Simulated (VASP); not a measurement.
Wanted: the native input for a VASP 6.6.1 run.

| Property | Result |
| --- | --- |
| Task | single point |
| Functional | PBEsol |
| Potentials or basis | VASP PAW PBE potentials, release 64 (K_sv, Ta_pv, O) |
| Cutoff | 520 eV |
| k mesh | 8 × 8 × 8 |
| Occupations | gaussian, width 0.05 eV |
| Spin | no spin polarisation |
| Dipole correction | no |
| Further INCAR settings | ALGO = Normal; EDIFF = 1e-06; NBANDS = 27 |

The structure of KTaO3 lies in POSCAR:

```
KTaO3
1.0
    4.2874225000      0.0000000000      0.0000000000
    0.0000000000      3.9883000000      0.0000000000
    0.0000000000      0.0000000000      3.9883000000
K Ta O
1 1 3
Direct
    0.5000000000      0.5000000000      0.5000000000
    0.0000000000      0.0000000000      0.0000000000
    0.5000000000      0.0000000000      0.0000000000
    0.0000000000      0.5000000000      0.0000000000
    0.0000000000      0.0000000000      0.5000000000
```

This cell differs from its parent crystal: strain +0.0750 x Voigt [1, 0, 0, 0, 0, 0].

These files were run (other wordings do the same):

INCAR

```
PREC     = Accurate       # precision mode
ENCUT    = 520            # plane-wave cutoff, eV
EDIFF    = 1E-6           # SCF threshold, eV
ISMEAR   = 0              # smearing method
SIGMA    = 0.05           # smearing width, eV
LREAL    = False          # projectors in reciprocal space
LASPH    = True           # aspherical terms in the spheres
NELM     = 80             # most SCF steps
ALGO     = Normal         # electronic algorithm
ISIF     = 2              # what is computed and relaxed
LWAVE    = False          # write WAVECAR
LCHARG   = False          # write CHGCAR
GGA      = PS             # functional
NBANDS   = 27             # bands
```

KPOINTS

```
regular mesh
0
Gamma
  8 8 8
```

Potentials or basis: VASP PAW PBE potentials, release 64 (K_sv, Ta_pv, O).

The run is started by

```sh
$ cat potpaw_PBE.64/K_sv/POTCAR potpaw_PBE.64/Ta_pv/POTCAR potpaw_PBE.64/O/POTCAR > POTCAR
$ mpirun -np 1 vasp_std > vasp.out
```

Results of the run:

* Pressure: -10.7 GPa
* Band gap on the k mesh: 1.84 eV (least direct gap 2.36 eV)

Caveat: the cell differs from its parent crystal (strain +0.0750 x Voigt [1, 0, 0, 0, 0, 0]); the cell stands under tension; the PAW data sets were made with another functional, which shifts forces and pressure a little; spin-orbit coupling is left out, which moves the levels of the heavy elements.

Wall time 69 s on 1 thread of Intel(R) Xeon(R) Platinum 8559C (Emerald Rapids) (shared host), peak memory 0.26 GiB.
